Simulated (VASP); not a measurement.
# SbP5 (P6/mmm) in VASP: further runs, part 2 of 2

VASP 6.6.1.

## (3) Single point, PBE

Input file INCAR:

```
PREC = Accurate
ENCUT = 520
EDIFF = 1E-6
ISMEAR = 0
SIGMA = 0.1
LREAL = False
LASPH = True
NELM = 60
ALGO = Normal
ISIF = 2
LWAVE = False
LCHARG = False
GGA = PE
NBANDS = 24
```

Input file KPOINTS:

```
regular mesh
0
Gamma
  12 12 8
```

Input file POSCAR:

```
SbP5
1.0
    4.8114068363      0.0000000000      0.0000000000
   -2.4057034181      4.1668005481      0.0000000000
    0.0000000000      0.0000000000      5.4329571918
Sb P
1 5
Direct
    0.0000000000      0.0000000000      0.5000000000
    0.3333333333      0.6666666667      0.7077619833
    0.6666666667      0.3333333333      0.7077619833
    0.6666666667      0.3333333333      0.2922380167
    0.3333333333      0.6666666667      0.2922380167
    0.0000000000      0.0000000000      0.0000000000
```

Potentials or basis: VASP PAW PBE potentials, release 64 (Sb, P).

Run with:

```sh
$ cat potpaw_PBE.64/Sb/POTCAR potpaw_PBE.64/P/POTCAR > POTCAR
$ mpirun -np 1 vasp_std > vasp.out
```

Wall time 2.2 min (1 thread of Intel Xeon Platinum 8488C (Sapphire Rapids), shared host); peak memory 0.35 GiB.

The run converged. Its results:

| Property | Result |
| --- | --- |
| Free energy | -26.7061 eV |
| Pressure | -0.2 GPa |
| Largest force | 0.038 eV/Å |
| Band gap on the k mesh | zero (bands 15 and 16 overlap by 2.27 eV) |

Forces on the atoms (eV/Å):
```
Sb   0.000  0.000  0.000
P    0.000  0.000 -0.038
P    0.000  0.000 -0.038
P    0.000  0.000  0.038
P    0.000  0.000  0.038
P    0.000  0.000  0.000
```

Stress tensor (GPa, compression positive):
```
-0.13  0.00  0.00
 0.00 -0.13  0.00
 0.00  0.00 -0.28
```

Levels at points of the mesh, in eV from the Fermi level:
```csv
k point,band 12,band 13,band 14,band 15,band 16,band 17,band 18,band 19
"(0.00, 0.00, 0.00)",-3.35,-2.50,-1.98,-1.98,-0.18,-0.18,0.56,0.56
"(0.50, 0.00, 0.00)",-1.43,-1.23,-0.98,0.40,1.18,1.21,1.27,2.69
"(0.00, 0.00, 0.50)",-2.80,-2.80,-2.52,-2.52,-1.35,-0.19,1.34,3.42
"(0.50, 0.00, 0.50)",-1.00,-0.98,-0.92,0.45,0.69,0.87,1.26,1.66
```

Caveat: spin-orbit coupling is left out, which moves the levels of the heavy elements.

## (4) Relaxation of cell and atoms, PBE

This run uses another cell than the first one, of 17.78 Å³/atom.

Input file INCAR:

```
SYSTEM = SbP5
  ALGO = Normal
  EDIFF = 1E-7
  EDIFFG = -0.01
  ENCUT = 600
  GGA = PE
  IBRION = 2
  ISIF = 3
  ISMEAR = 0
  LASPH = .TRUE.
  LCHARG = .FALSE.
  LREAL = .FALSE.
  LWAVE = .FALSE.
  NELM = 60
  NSW = 100
  PREC = Accurate
  SIGMA = 0.1
```

Input file KPOINTS:

```
k-points
0
G
  12 12 8
  0 0 0
```

Input file POSCAR:

```
SbP5
1.0
    4.8055822792      0.0000000000      0.0000000000
   -2.4027911396      4.1617563338      0.0000000000
    0.0000000000      0.0000000000      5.3354307885
Sb P
1 5
Direct
    0.0000000000      0.0000000000      0.5000000000
    0.3333333333      0.6666666667      0.7147656721
    0.6666666667      0.3333333333      0.7147656721
    0.6666666667      0.3333333333      0.2852343279
    0.3333333333      0.6666666667      0.2852343279
    0.0000000000      0.0000000000      0.0000000000
```

Potentials or basis: VASP PAW PBE potentials, release 64 (Sb, P).

Run with:

```sh
$ cat potpaw_PBE.64/Sb/POTCAR potpaw_PBE.64/P/POTCAR > POTCAR
$ mpirun -np 1 vasp_std > vasp.out
```

OUTCAR:

```text
SYSTEM = SbP5
   EDIFF = 1E-7
   EDIFFG = -0.01
   ENCUT = 600
   GGA = PE
   IBRION = 2
   ISIF = 3
   ISMEAR = 0
   LASPH = .TRUE.
   LREAL = .FALSE.
   NELM = 60
   NSW = 100
   PREC = Accurate

 ion  position               nearest neighbor table
   1  0.000  0.000  0.500-   6 2.67   6 2.67   4 3.00   5 3.00   2 3.00   3 3.00   3 3.00   4 3.00
                             2 3.00   5 3.00   3 3.00   4 3.00   2 3.00   5 3.00
   2  0.333  0.667  0.715-   5 2.29   3 2.77   3 2.77   3 2.77   1 3.00   1 3.00   1 3.00
   3  0.667  0.333  0.715-   4 2.29   2 2.77   2 2.77   2 2.77   1 3.00   1 3.00   1 3.00
   4  0.667  0.333  0.285-   3 2.29   5 2.77   5 2.77   5 2.77   1 3.00   1 3.00   1 3.00
   5  0.333  0.667  0.285-   2 2.29   4 2.77   4 2.77   4 2.77   1 3.00   1 3.00   1 3.00
   6  0.000  0.000  0.000-   1 2.67   1 2.67

  LATTYP: Found a hexagonal cell.
 ALAT       =     4.8055822792
 C/A-ratio  =     1.1102568801

  Lattice vectors:

 A1 = (   4.8055822792,   0.0000000000,   0.0000000000)
 A2 = (  -2.4027911396,   4.1617563338,   0.0000000000)
 A3 = (   0.0000000000,   0.0000000000,   5.3354307885)

Analysis of symmetry for initial positions (statically):
=====================================================================
 Subroutine PRICEL returns:
 Original cell was already a primitive cell.

[... 296 lines left out ...]

[... ionic steps 4 to 8 ...]

--------------------------------------- Ionic step        9  -------------------------------------------

 number of electron      30.0000001 magnetization

------------------------ aborting loop because EDIFF is reached ----------------------------------------
[... 75 lines left out ...]
--------------------------------------- Ionic step       11  -------------------------------------------

 number of electron      30.0000001 magnetization

 Free energy of the ion-electron system (eV)
  ---------------------------------------------------
  ext. energy  EPLUGINS =         0.00000000
  ---------------------------------------------------
  free energy    TOTEN  =       -26.70671448 eV

  energy without entropy =      -26.68901381  energy(sigma->0) =      -26.69786415

 E-fermi :   7.9928     XC(G=0): -10.6764

 val. band max:        7.9927382677   @ k =   0.3333  -0.0000   0.2500
 cond. band min:       8.0137377514   @ k =   0.4167  -0.0000   0.2500
 fundamental gap:      0.0209994837
 Fermi energy:         7.9927782350

 k-point     1 :       0.0000    0.0000    0.0000
  band No.  band energies     occupation
      1      -7.0963      2.00000
      2      -2.4402      2.00000
      3      -2.0693      2.00000
      4      -1.8377      2.00000
      5       0.4157      2.00000
      6       2.5189      2.00000
[... 505 lines left out ...]
      6       0.6883      2.00000
[... 11 lines left out ...]
     18       9.9094      0.00000
     19      10.4523      0.00000

 [... further k-points ...]

------------------------ aborting loop because EDIFF is reached ----------------------------------------

  FORCE on cell =-STRESS in cart. coord.  units (eV):
  Direction    XX          YY          ZZ          XY          YZ          ZX
  --------------------------------------------------------------------------------------
  -------------------------------------------------------------------------------------
  Total        0.0145877      0.0145877     -0.0389168      0.0000000     -0.0000000     -0.0000000
  in kB        0.2145964      0.2145964     -0.5724972      0.0000000     -0.0000000     -0.0000000
  external PRESSURE =      -0.0477681 kB  Pullay stress =       0.0000000 kB
[... 21 lines left out ...]
  FREE ENERGIE OF THE ION-ELECTRON SYSTEM (eV)
  ---------------------------------------------------
  free  energy   TOTEN  =       -26.7067144817 eV

  energy  without entropy=      -26.6890138118  energy(sigma->0) =      -26.69786415

 reached required accuracy - stopping structural energy minimisation
```

It took 17 min on 1 thread of Intel Xeon Platinum 8488C (Sapphire Rapids), shared host; peak memory 0.43 GiB.

Results:

```yaml
Free_energy: -26.7067 eV
Relaxed_volume: 18.15 Å³/atom
Relaxed_cell: a = 4.811 Å, b = 4.811 Å, c = 5.434 Å, α = 90.00°, β = 90.00°, γ = 120.00°
Space_group_after_relaxing_to_0.1_Å: P6/mmm (No. 191)
Energy_gained_by_relaxing: 3.4 meV/atom
Ionic_steps: 11
Pressure_after_relaxing: 0.0 GPa
Band_gap_on_the_k_mesh: zero (bands 15 and 16 overlap by 2.27 eV)
```

Stress tensor (GPa, compression positive):
```
 0.02  0.00  0.00
 0.00  0.02  0.00
 0.00  0.00 -0.06
```

The path:
```csv
step,energy change (eV),largest force (eV/Å),pressure (GPa),volume (Å³)
1,0.0000,0.1460,0.20,106.71
2,-0.0084,0.1351,0.05,107.04
3,-0.0148,0.0920,-0.17,107.72
4,-0.0169,0.0151,0.45,107.44
5,-0.0169,0.0142,0.46,107.44
6,-0.0189,0.0031,0.39,107.94
7,-0.0200,0.0415,0.33,108.52
8,-0.0202,0.0240,-0.20,109.12
9,-0.0204,0.0011,0.00,108.89
10,-0.0204,0.0003,0.00,108.89
11,-0.0205,0.0007,0.00,108.91
```

Final structure:
```
CELL_PARAMETERS angstrom
4.81057 0.00000 0.00000
-2.40529 4.16608 0.00000
0.00000 0.00000 5.43438
ATOMIC_POSITIONS crystal
Sb 0.00000 0.00000 0.50000
P 0.33333 0.66667 0.70708
P 0.66667 0.33333 0.70708
P 0.66667 0.33333 0.29292
P 0.33333 0.66667 0.29292
P 0.00000 0.00000 0.00000
```

Caveat: spin-orbit coupling is left out, which moves the levels of the heavy elements.

The gap in the log of VASP goes by the Fermi energy; the results here count the filled bands.